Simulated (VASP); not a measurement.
Write the native input for VASP 6.6.1 that does the following.

```
Task                   : single point
Functional             : LDA
Potentials or basis    : VASP PAW LDA potentials, release 64 (Hg, Pt)
Cutoff                 : 520 eV
k mesh                 : 5 × 5 × 5
Occupations            : methfessel-paxton, width 0.15 eV
Spin                   : no spin polarisation
Dipole correction      : no
Further INCAR settings : ALGO = Normal; EDIFF = 1e-06; NBANDS = 31
```

The structure of Hg3Pt lies in POSCAR:

```
Hg3Pt
1.0
    4.1653418476      0.0000000000      0.0000000000
    0.0000000000      4.1653418476      0.0000000000
    0.0000000000      0.0000000000      4.1653418476
Hg Pt
3 1
Direct
    0.0000000000      0.5000000000      0.5000000000
    0.5000000000      0.0000000000      0.5000000000
    0.5000000000      0.5000000000      0.0000000000
    0.0000000000      0.0000000000      0.0000000000
```

These files were run (other wordings do the same):

INCAR

```
SYSTEM = Hg3Pt
ALGO     = Normal         ! electronic algorithm
EDIFF    = 1E-6           ! SCF threshold, eV
ENCUT    = 520            ! plane-wave cutoff, eV
GGA      = CA             ! functional
ISIF     = 2              ! what is computed and relaxed
ISMEAR   = 1              ! smearing method
LASPH    = .True.         ! aspherical terms in the spheres
LCHARG   = .True.         ! write CHGCAR
LELF     = .True.         ! ELF
LREAL    = .False.        ! projectors in reciprocal space
LVHAR    = .True.       
LWAVE    = .False.        ! write WAVECAR
NBANDS   = 31             ! bands
NELM     = 100            ! most SCF steps
PREC     = Accurate       ! precision mode
SIGMA    = 0.15           ! smearing width, eV
```

KPOINTS

```
k-points
0
Gamma
  5 5 5
  0 0 0
```

Potentials or basis: VASP PAW LDA potentials, release 64 (Hg, Pt).

Command:

```console
$ cat potpaw_LDA.64/Hg/POTCAR potpaw_LDA.64/Pt/POTCAR > POTCAR
$ mpirun -np 1 vasp_std > vasp.out
```

Results of the run:

The pressure is 3.7 GPa and the band gap on the k mesh is zero (bands 23 and 24 overlap by 2.67 eV).

Caveat: the cell stands under pressure; spin-orbit coupling is left out, which moves the levels of the heavy elements.

Wall time 13 s on 1 thread of Intel(R) Xeon(R) Platinum 8488C (Sapphire Rapids), on a shared host, peak memory 0.16 GiB.
